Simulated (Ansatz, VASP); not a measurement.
One calculation of SiO2, two programs

INCAR

```
ALGO     = Normal         # electronic algorithm
EDIFF    = 1E-8           # SCF threshold, eV
ENCUT    = 520            # plane-wave cutoff, eV
GGA      = PE             # functional
ISIF     = 2              # what is computed and relaxed
ISMEAR   = -1             # smearing method
LASPH    = T              # aspherical terms in the spheres
LCHARG   = F              # write CHGCAR
LEFG     = T            
LREAL    = F              # projectors in reciprocal space
LWAVE    = F              # write WAVECAR
NBANDS   = 25             # bands
NELM     = 60             # most SCF steps
PREC     = Accurate       # precision mode
SIGMA    = 0.03           # smearing width, eV
```

File KPOINTS:

```
k-points
0
Gamma
  7 7 7
```

POSCAR

```
SiO2
1.0
   -2.3661099741      2.3661099741      3.7314781673
    2.3661099741     -2.3661099741      3.7314781673
    2.3661099741      2.3661099741     -3.7314781673
Si O
2 4
Direct
    0.0000000000      0.0000000000      0.0000000000
    0.7500000000      0.2500000000      0.5000000000
    0.9983800000      0.6250000000      0.8733800000
    0.3750000000      0.2483800000      0.3733800000
    0.7516200000      0.1250000000      0.1266200000
    0.8750000000      0.0016200000      0.6266200000
```

Input for Ansatz:

```yaml
crystal:
  lattice:
    - [-2.3661099741, 2.3661099741, 3.7314781673]
    - [2.3661099741, -2.3661099741, 3.7314781673]
    - [2.3661099741, 2.3661099741, -3.7314781673]
  atoms:
    - { symbol: Si, position: [0.0, 0.0, 0.0] }
    - { symbol: Si, position: [0.75, 0.25, 0.5] }
    - { symbol: O, position: [0.99838, 0.625, 0.87338] }
    - { symbol: O, position: [0.375, 0.24838, 0.37338] }
    - { symbol: O, position: [0.75162, 0.125, 0.12662] }
    - { symbol: O, position: [0.875, 0.00162, 0.62662] }
kpoints:
  mp_grid: { grid: [7, 7, 7] }
scf:
  occupations: { method: fermi_dirac, width: 0.03 }
hamiltonian:
  xc: pbe
  pseudopotentials: { kind: all_electron, datasets: crystal }
output:
  forces: true
  stress: true
  eigenvalues: true
  efg: { contact_densities: true }
```

Change from the starting cell: volume scaled by 0.99, crystal datasets.

Alike in both runs: task electric field gradients; functional PBE; k mesh 7 × 7 × 7; occupations fermi-dirac, width 0.03 eV; no spin polarisation.

|  | VASP | Ansatz |
| --- | --- | --- |
| version | VASP 6.6.1 | Ansatz 0.2.0 |
| potentials or method | VASP PAW PBE potentials, release 64 (Si, O), cutoff 520 eV | all-electron PAW with datasets made for the crystal, scalar-relativistic |

Ansatz gave:

| Property | Result |
| --- | --- |
| gap on the k mesh at the Fermi level (eV) | 6.12 |
| pressure (GPa) | 5.3 |
| traceless stress, the component that is largest in VASP (GPa) | -1.28 |
| rms of the force components (eV/Å) | 0.124 |
| size of Vzz on the site where it differs most (V/Å²) | 85.4 |

Question: Which values does VASP return?

Answer: gap on the k mesh at the Fermi level (eV): 6.11; pressure (GPa): 5.5; traceless stress, the component that is largest in VASP (GPa): -1.21; rms of the force components (eV/Å): 0.125; size of Vzz on the site where it differs most (V/Å²): 83.8.

Atom by atom the forces differ by 0.001 eV/Å (rms over components). Ansatz ran all-electron here, and VASP with PAW potentials.
